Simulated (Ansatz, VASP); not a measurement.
Two plane-wave programs on SiC3

The input POSCAR:

```
SiC3
1.0
    1.4294490682      0.8252928043      4.7163147890
   -1.4294490682      0.8252928043      4.7163147890
    0.0000000000     -1.6505856086      4.7163147889
C Si
3 1
Direct
    1.0082378925      0.0082378925      0.0082378925
    0.4889604675      0.4889604675      0.4889604675
    0.3791724032      0.3791724032      0.3791724032
    0.8736292368      0.8736292368      0.8736292368
```

The input INCAR.step1:

```
SYSTEM = SiC3
  ALGO = Normal
  EDIFF = 1E-4
  ENCUT = 520
  GGA = PE
  ISMEAR = 0
  LASPH = .True.
  LCHARG = .False.
  LREAL = .False.
  LWAVE = .True.
  NBANDS = 16
  NELM = 80
  PREC = Accurate
  SIGMA = 0.01
```

Contents of INCAR.step2:

```
SYSTEM = SiC3
  ALGO = Normal
  EDIFF = 1E-7
  ENCUT = 520
  ISIF = 2
  ISMEAR = 0
  ISTART = 1
  LASPH = .True.
  LCHARG = .False.
  LMIXTAU = .True.
  LREAL = .False.
  LWAVE = .False.
  METAGGA = R2SCAN
  NBANDS = 16
  NELM = 80
  PREC = Accurate
  SIGMA = 0.01
```

KPOINTS

```
k-points
0
Gamma
  8 8 8
  0 0 0
```

Input for Ansatz:

```yaml
crystal:
  lattice:
    - [1.4294490682, 0.8252928043, 4.716314789]
    - [-1.4294490682, 0.8252928043, 4.716314789]
    - [0.0, -1.6505856086, 4.7163147889]
  atoms:
    - { symbol: C, position: [1.0082378925, 0.0082378925, 0.0082378925] }
    - { symbol: C, position: [0.4889604675, 0.4889604675, 0.4889604675] }
    - { symbol: C, position: [0.3791724032, 0.3791724032, 0.3791724032] }
    - { symbol: Si, position: [0.8736292368, 0.8736292368, 0.8736292368] }
kpoints:
  mp_grid: { grid: [8, 8, 8] }
hamiltonian:
  xc: r2scan
scf:
  occupations: { method: fixed }
  n_extra_bands: 5
output:
  forces: true
  stress: true
  eigenvalues: true
```

Alike in both runs: task single point; functional r2SCAN; k mesh 8 × 8 × 8; no spin polarisation.

|  | VASP | Ansatz |
| --- | --- | --- |
| version | VASP 6.6.1 | Ansatz 0.2.0 |
| potentials or method | VASP PAW PBE potentials, release 64 (C, Si) | plane waves, PAW |
| plane-wave cutoff (eV) | 520 | 500 |
| occupations | gaussian, width 0.01 eV | fixed |
| valence electrons in the cell | 16 | 16 |

|  | VASP | Ansatz | Ansatz less VASP |
| --- | --- | --- | --- |
| gap on the k mesh at the Fermi level (eV) | 1.91 | 1.90 | -0.006 |
| pressure (GPa) | -8.0 | -8.1 | -0.04 |
| traceless stress, the component that is largest in VASP (GPa) | -1.04 | -0.92 | +0.128 |
| rms of the force components (eV/Å) | 0.091 | 0.080 | -0.0112 |

VASP's potentials were made for PBE, not for r2SCAN. Atom by atom the forces differ by 0.025 eV/Å (rms over components).
